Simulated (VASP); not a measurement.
# SrCl2 (R3m) in VASP: settings compared, part 2 of 2

VASP 6.6.1. The steps go on from the part before.

## Step 5: Single point, r2SCAN (epitaxial xy strain -4.0%)

POSCAR

```
SrCl2
1.0
    2.0023140014      1.1560365277      6.3313700558
   -2.0023140014      1.1560365277      6.3313700558
    0.0000000000     -2.3120730554      6.3313700558
Sr Cl
1 2
Direct
    0.0000787938      0.0000787938      0.0000787938
    0.4226284405      0.4226284405      0.4226284405
    0.2439594324      0.2439594324      0.2439594324
```

INCAR.step1

```
ALGO = Normal
EDIFF = 1E-4
ENCUT = 520
GGA = PE
ISMEAR = 0
LASPH = T
LCHARG = F
LREAL = F
LWAVE = T
NBANDS = 19
NELM = 80
PREC = Accurate
SIGMA = 0.01
```

INCAR.step2

```
ALGO = Normal
EDIFF = 1E-7
ENCUT = 520
ISIF = 2
ISMEAR = 0
ISTART = 1
LASPH = T
LCHARG = T
LELF = T
LMIXTAU = T
LREAL = F
LVHAR = T
LWAVE = F
METAGGA = R2SCAN
NBANDS = 19
NELM = 80
PREC = Accurate
SIGMA = 0.01
```

KPOINTS

```
k-points
0
Gamma
  8 8 8
```

Potentials or basis: VASP PAW PBE potentials, release 64 (Sr_sv, Cl).

Launch:

```sh
> cat potpaw_PBE.64/Sr_sv/POTCAR potpaw_PBE.64/Cl/POTCAR > POTCAR
> cp INCAR.step1 INCAR
> mpirun -np 1 vasp_std > vasp.out
> cp INCAR.step2 INCAR
> mpirun -np 1 vasp_std > vasp.out
```

OUTCAR:

```text
EDIFF = 1E-7
   ENCUT = 520
   ISIF = 2
   ISMEAR = 0
   ISTART = 1
   LASPH = T
   LREAL = F
   METAGGA = R2SCAN
   NELM = 80
   PREC = Accurate

 ion  position               nearest neighbor table
   1  0.000  0.000  0.000-   2 2.87   2 2.87   2 2.87   3 2.87   3 2.87   3 2.87
   2  0.423  0.423  0.423-   1 2.87   1 2.87   1 2.87
   3  0.244  0.244  0.244-   1 2.87   1 2.87   1 2.87

  LATTYP: Found a trigonal (rhomboedric) cell.
 ALAT       =     6.7403211049
 COS(alpha) =     0.8235046812

  Lattice vectors:

 A1 = (   2.0023140014,   1.1560365277,   6.3313700558)
 A2 = (  -2.0023140014,   1.1560365277,   6.3313700558)
 A3 = (   0.0000000000,  -2.3120730554,   6.3313700558)

Analysis of symmetry for initial positions (statically):
=====================================================================
 Subroutine PRICEL returns:
 Original cell was already a primitive cell.

 Routine SETGRP: Setting up the symmetry group for a
 trigonal (rhombohedral) supercell.

 Subroutine GETGRP returns: Found  6 space group operations
 (whereof  6 operations were pure point group operations)
 out of a pool of 12 trial point group operations.

The static configuration has the point symmetry C_3v.

Analysis of symmetry for dynamics (positions and initial velocities):
=====================================================================
 Subroutine PRICEL returns:
 Original cell was already a primitive cell.

 Routine SETGRP: Setting up the symmetry group for a
 trigonal (rhombohedral) supercell.

 Subroutine GETGRP returns: Found  6 space group operations
 (whereof  6 operations were pure point group operations)
 out of a pool of 12 trial point group operations.

[... 108 lines left out ...]
   ISIF   =      2    stress and relaxation
   ISYM   =      2    0-nonsym 1-usesym 2-fastsym
   POTIM  = 0.5000    time-step for ionic-motion
   TEBEG  =    0.0;   TEEND  =   0.0 temperature during run
   PSTRESS=    0.0 pullay stress
   NELECT =      24.0000    total number of electrons
   NUPDOWN=      -1.0000    fix difference up-down
   EMIN   =  10.00;   EMAX   =-10.00  energy-range for DOS
   EFERMI =   0.00;   METHOD = LEGACY
   ISMEAR =     0;   SIGMA  =   0.01  broadening in eV -4-tet -1-fermi 0-gaus
   EFERMI_NEDOS =   21; number of points for ismear=-14 and -15
   IALGO  =     38    algorithm
   IMIX   =      4    mixing-type and parameters
     AMIX     =   0.40;   BMIX     =  1.00
     AMIX_MAG =   1.60;   BMIX_MAG =  1.00
  volume/ion in A,a.u.               =      29.31       197.80
  Fermi-wavevector in a.u.,A,eV,Ry     =   1.061926  2.006750 15.343117  1.127687
  Thomas-Fermi vector in A             =   2.197359
   LORBIT       =      0    0 simple, 1 ext, 2 COOP (PROOUT), +10 PAW based schemes
   METAGGA = R2SCAN    functional components
   LHFCALC =     F    Hartree Fock is set to
   AEXX    =    0.0000 exact exchange contribution
   IVDW    =     0    specifies the selected vdW correction
   LEPSILON=     F    determine dielectric tensor
   LRPA    =     F    only Hartree local field effects (RPA)
 non-spin polarized calculation
 Gauss-broadening in eV      SIGMA  =   0.01
  energy-cutoff  :      520.00
  volume of cell :       87.93
 maximum number of plane-waves:      2397
   NGX = 25   NGY = 25   NGZ = 25

 number of electron      24.0000000 magnetization

 Free energy of the ion-electron system (eV)
  ---------------------------------------------------
  ext. energy  EPLUGINS =         0.00000000
  ---------------------------------------------------
  free energy    TOTEN  =       -34.89038808 eV

  energy without entropy =      -34.89038808  energy(sigma->0) =      -34.89038808

 E-fermi :  -0.4245     XC(G=0):  -8.5588

 val. band max:       -0.5640174631   @ k =   0.0000   0.0000   0.0000
 cond. band min:       4.4341087644   @ k =   0.5000   0.5000   0.0000
 fundamental gap:      4.9981262276
 Fermi energy:        -0.4245051407

 k-point     1 :       0.0000    0.0000    0.0000
  band No.  band energies     occupation
      1     -34.6010      2.00000
      2     -16.3708      2.00000
      3     -15.9533      2.00000
      4     -15.9533      2.00000
      5     -14.3556      2.00000
      6     -13.3735      2.00000
[... 505 lines left out ...]
      6     -13.6095      2.00000
[... 11 lines left out ...]
     18       8.1931      0.00000
     19      10.0518      0.00000

 [... further k-points ...]
[... 5 lines left out ...]
  --------------------------------------------------------------------------------------
  -------------------------------------------------------------------------------------
  Total        1.8924450      1.8924450      0.3741387      0.0000000      0.0000000      0.0000000
  in kB       34.4811032     34.4811032      6.8169561      0.0000000      0.0000000      0.0000000
  external PRESSURE =      25.2597208 kB  Pullay stress =       0.0000000 kB

 VOLUME and BASIS-vectors are now :
 -----------------------------------------------------------------------------
  energy-cutoff  :      520.00
  volume of cell :       87.93
      direct lattice vectors                 reciprocal lattice vectors
     2.002314001  1.156036528  6.331370056     0.249711084  0.144170762  0.052647899
    -2.002314001  1.156036528  6.331370056    -0.249711084  0.144170762  0.052647899
     0.000000000 -2.312073055  6.331370056     0.000000000 -0.288341523  0.052647899

 POSITION                                       TOTAL-FORCE (eV/Angst)
 -----------------------------------------------------------------------------------
      0.00000      0.00000      0.00150         0.000000      0.000000     -0.001746
      0.00000      0.00000      8.02745         0.000000     -0.000000      0.010906
      0.00000      0.00000      4.63379         0.000000     -0.000000     -0.009160
 -----------------------------------------------------------------------------------
    total drift:                                0.000000     -0.000000     -0.000279

  FREE ENERGIE OF THE ION-ELECTRON SYSTEM (eV)
  ---------------------------------------------------
  free  energy   TOTEN  =       -34.8903880792 eV

  energy  without entropy=      -34.8903880792  energy(sigma->0) =      -34.89038808
```

OUTCAR.step1:

```text
EDIFF = 1E-4
   ENCUT = 520
   GGA = PE
   ISMEAR = 0
[... 754 lines left out ...]
      0.00000      0.00000      0.00150         0.000000     -0.000000     -0.002551
      0.00000      0.00000      8.02745         0.000000     -0.000000      0.008453
      0.00000      0.00000      4.63379         0.000000      0.000000     -0.005902
 -----------------------------------------------------------------------------------
    total drift:                                0.000000     -0.000000      0.000010

  FREE ENERGIE OF THE ION-ELECTRON SYSTEM (eV)
  ---------------------------------------------------
  free  energy   TOTEN  =       -12.0662425666 eV

  energy  without entropy=      -12.0662425666  energy(sigma->0) =      -12.06624257
```

OSZICAR.step1:

```text
N       E                     dE             d eps       ncg     rms          rms(c)
DAV:   1     0.142460935989E+03    0.14246E+03   -0.11504E+04  2470   0.113E+03
DAV:   2    -0.295737554590E+01   -0.14542E+03   -0.14241E+03  3209   0.223E+02
DAV:   3    -0.121402706648E+02   -0.91829E+01   -0.91510E+01  3340   0.558E+01
DAV:   4    -0.124495880530E+02   -0.30932E+00   -0.30892E+00  4084   0.873E+00
DAV:   5    -0.124528252142E+02   -0.32372E-02   -0.32369E-02  3363   0.818E-01    0.175E+01
DAV:   6    -0.120649374355E+02    0.38789E+00   -0.76073E-01  2867   0.470E+00    0.110E+01
DAV:   7    -0.120701097216E+02   -0.51723E-02   -0.59966E-01  3221   0.442E+00    0.170E+00
DAV:   8    -0.120641487488E+02    0.59610E-02   -0.90000E-02  2883   0.164E+00    0.753E-01
DAV:   9    -0.120648052074E+02   -0.65646E-03   -0.32060E-03  3107   0.351E-01    0.316E-01
DAV:  10    -0.120659988541E+02   -0.11936E-02   -0.92150E-04  2641   0.182E-01    0.580E-02
DAV:  11    -0.120662002785E+02   -0.20142E-03   -0.12884E-04  2825   0.662E-02    0.316E-02
DAV:  12    -0.120662425666E+02   -0.42288E-04   -0.21235E-05  2145   0.281E-02
   1 F= -.12066243E+02 E0= -.12066243E+02  d E =-.235436E-71
```

Wall time 10 min (1 thread of Intel Xeon 6975P-C (Granite Rapids), shared host); peak memory 0.44 GiB.

Results:

```yaml
Free_energy: -34.8904 eV
Pressure: 2.5 GPa
Largest_force: 0.011 eV/Å
Band_gap_on_the_k_mesh: 5.00 eV, indirect (least direct gap 5.23 eV)
```

Forces on the atoms (eV/Å):
```
Sr   0.000  0.000 -0.002
Cl   0.000  0.000  0.011
Cl   0.000  0.000 -0.009
```

Caveat: the cell differs from its parent crystal (epitaxial xy strain -4.0%); the PAW data sets were made with another functional, which shifts forces and pressure a little.

## Step 6: Overview

```csv
level,cell,smearing,gap on the mesh (eV),pressure (GPa),largest force (eV/Å)
PBE,"a = 6.740 Å, angles 34.6°, 3 atoms",fermi-dirac 0.02 eV,4.58,3.2,0.01
PBE,"a = 6.763 Å, angles 35.9°, 3 atoms",fermi-dirac 0.02 eV,4.42,1.0,-
PBE,"a = 6.854 Å, angles 36.9°, 3 atoms",fermi-dirac 0.02 eV,4.12,-0.7,0.01
r2SCAN,"a = 6.740 Å, angles 34.6°, 3 atoms",gaussian 0.01 eV,5.00,2.5,0.01
```

Alike in all rows: task single point; potentials or basis VASP PAW PBE potentials, release 64 (Sr_sv, Cl); no spin polarisation; k mesh 8 × 8 × 8; cutoff (eV) 520.

Caveats: the PAW data sets were made with another functional, which shifts forces and pressure a little (some runs).

Absolute energies hang on the potentials; compare differences alone.
